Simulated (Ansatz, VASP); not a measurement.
**Two plane-wave programs on Sc**

```
CELL_PARAMETERS angstrom
3.39713 0.00000 0.00000
-1.69856 2.94200 0.00000
0.00000 0.00000 10.82888
ATOMIC_POSITIONS crystal
Sc 0.00000 0.00000 0.00000
Sc 0.00000 0.00000 0.50000
Sc 0.33333 0.66667 0.25000
Sc 0.66667 0.33333 0.75000
```

Alike in both runs: task single point; functional BLYP; k mesh 12 × 12 × 4; occupations fermi-dirac, width 0.1 eV; no spin polarisation.

|  | VASP | Ansatz |
| --- | --- | --- |
| version | VASP 6.6.1 | Ansatz 0.2.0 |
| potentials or method | VASP PAW PBE potentials, release 64 (Sc_sv), cutoff 520 eV | plane waves (420 eV) with PAW, scalar-relativistic |
| valence electrons in the cell | 44 | 44 |

|  | VASP | Ansatz | Ansatz less VASP |
| --- | --- | --- | --- |
| pressure (GPa) | -3.4 | -3.4 | -0.01 |

VASP's potentials were made for PBE, not for BLYP. The functional is the same, so the differences come from potentials, cutoffs and numerics.
